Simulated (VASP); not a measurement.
The system is Y.

```
CELL_PARAMETERS angstrom
2.93032 0.00000 0.00000
-1.46516 2.53773 0.00000
0.00000 0.00000 4.86587
ATOMIC_POSITIONS crystal
Y 0.33333 0.66667 0.25000
Y 0.66667 0.33333 0.75000
```

Base run:

- Program: VASP 6.6.1
- Functional: PBE
- Potentials or basis: VASP PAW PBE potentials, release 64 (Y_sv)
- Cutoff: 520 eV
- k mesh: 14 × 14 × 7
- Occupations: fermi-dirac, width 0.05 eV
- Spin: no spin polarisation

Its results: band gap on the k mesh zero (bands 11 and 12 overlap by 2.58 eV); pressure 56.0 GPa.

**Question.** The run is repeated on the same cell with these changes: dispersion from none to D3(BJ). What comes out?

**Answer.** Band gap on the k mesh zero (bands 11 and 12 overlap by 2.58 eV); pressure 50.3 GPa.

Dispersion adds attraction, which lowers the pressure at fixed volume and, as a term added to the energy, leaves the levels alone.

Caveats: the cell stands under pressure; three body term missing (at least some runs).
